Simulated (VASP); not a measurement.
Set up this calculation in VASP 6.6.1, as the native input.

```
Task                   : single point
Functional             : PBE
Potentials or basis    : VASP PAW PBE potentials, release 64 (B, P)
Cutoff                 : 520 eV
k mesh                 : 15 × 15 × 15
Occupations            : fermi-dirac, width 0.08 eV
Spin                   : no spin polarisation
Dipole correction      : no
Further INCAR settings : ALGO = Normal; EDIFF = 1e-06; NBANDS = 11
```

The structure of BP (zincblende type) lies in POSCAR:

```
BP
1.0
    0.0000000000      2.0383179824      2.0383179824
    2.0383179824      0.0000000000      2.0383179824
    2.0383179824      2.0383179824      0.0000000000
B P
1 1
Direct
    0.0000000000      0.0000000000      0.0000000000
    0.2500000000      0.2500000000      0.2500000000
```

This cell differs from its parent crystal: volume scaled by 0.72.

These files were run (other wordings do the same):

INCAR

```
PREC     = Accurate       # precision mode
ENCUT    = 520            # plane-wave cutoff, eV
EDIFF    = 1E-6           # SCF threshold, eV
ISMEAR   = -1             # smearing method
SIGMA    = 0.08           # smearing width, eV
LREAL    = F              # projectors in reciprocal space
LASPH    = T              # aspherical terms in the spheres
NELM     = 80             # most SCF steps
ALGO     = Normal         # electronic algorithm
ISIF     = 2              # what is computed and relaxed
LWAVE    = F              # write WAVECAR
LCHARG   = T              # write CHGCAR
GGA      = PE             # functional
LELF     = T              # ELF
LVHAR    = T            
NBANDS   = 11             # bands
```

KPOINTS

```
Automatic mesh
0
Gamma
  15 15 15
```

Potentials or basis: VASP PAW PBE potentials, release 64 (B, P).

Run with:

```console
$ cat potpaw_PBE.64/B/POTCAR potpaw_PBE.64/P/POTCAR > POTCAR
$ mpirun -np 1 vasp_std > vasp.out
```

It gave:

| Item | Value |
| --- | --- |
| Pressure | 96.9 GPa |
| Band gap on the k mesh | 0.63 eV, indirect (least direct gap 4.19 eV) |

It took 14 s on 1 thread of Intel Xeon 6975P-C, on a shared host, peak memory 0.15 GiB.
